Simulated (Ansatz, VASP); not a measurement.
**One calculation of In3B2As, two programs**

Contents of INCAR:

```
PREC = Accurate
ENCUT = 600
EDIFF = 1E-6
ISMEAR = 0
SIGMA = 0.1
LREAL = False
LASPH = True
NELM = 60
ALGO = Normal
ISIF = 3
LWAVE = False
LCHARG = False
GGA = PE
IBRION = 2
NSW = 90
EDIFFG = -0.04
```

Contents of KPOINTS:

```
regular mesh
0
Gamma
  3 3 3
```

File POSCAR:

```
In3B2As
1.0
    3.2411722800      1.8712916900      3.7271181600
   -3.2411722800      1.8712916900      3.7271181600
    0.0000000000     -3.7425833800      3.7271181600
In B As
3 2 1
Direct
    0.5000000000      0.5000000000      0.0000000000
    0.0000000000      0.5000000000      0.5000000000
    0.5000000000      0.0000000000      0.5000000000
    0.3373006000      0.3373006000      0.3373006000
    0.6626994000      0.6626994000      0.6626994000
    0.5000000000      0.5000000000      0.5000000000
```

Input for Ansatz:

```yaml
crystal:
  lattice:
    - [3.24117228, 1.87129169, 3.72711816]
    - [-3.24117228, 1.87129169, 3.72711816]
    - [0.0, -3.74258338, 3.72711816]
  atoms:
    - { symbol: In, position: [0.5, 0.5, 0.0] }
    - { symbol: In, position: [0.0, 0.5, 0.5] }
    - { symbol: In, position: [0.5, 0.0, 0.5] }
    - { symbol: B, position: [0.3373006, 0.3373006, 0.3373006] }
    - { symbol: B, position: [0.6626994, 0.6626994, 0.6626994] }
    - { symbol: As, position: [0.5, 0.5, 0.5] }
basis:
  ecutwfc: 420
kpoints:
  mp_grid: { grid: [3, 3, 3] }
hamiltonian:
  xc: pbe
scf:
  occupations: { method: gaussian, width: 0.1 }
  lower_state_search: "off"
output:
  forces: true
  stress: true
  eigenvalues: true
relax:
  adjacent_minimum: "off"
  f_tol: 0.04
  max_steps: 70
  cell: { stress_tol: 0.4 }
```

Alike in both runs: task relaxation of cell and atoms; functional PBE; k mesh 3 × 3 × 3; occupations gaussian, width 0.1 eV; no spin polarisation.

|  | VASP | Ansatz |
| --- | --- | --- |
| version | VASP 6.6.1 | Ansatz 0.2.0 |
| potentials or method | VASP PAW PBE potentials, release 64 (In_d, B, As), cutoff 600 eV | scalar-relativistic, plane waves, PAW |
| valence electrons in the cell | 50 | 60 |

Ansatz gave:

* gap on the k mesh at the Fermi level, each at its own relaxed structure (eV): 0.61
* relaxed volume (Å³/atom): 35.37
* relaxed cell length with the largest relative difference (Å): 6.137

**Question.** Which values does VASP return?

**Answer.** gap on the k mesh at the Fermi level, each at its own relaxed structure (eV): 0.63; relaxed volume (Å³/atom): 35.22; relaxed cell length with the largest relative difference (Å): 6.128.

VASP's potentials hold 50 valence electrons a cell and Ansatz's 60, so a difference there can come from the potentials and not from the codes.

Noted on VASP's run: the volume moved by over 15 % at a fixed basis, so the end points are rough.
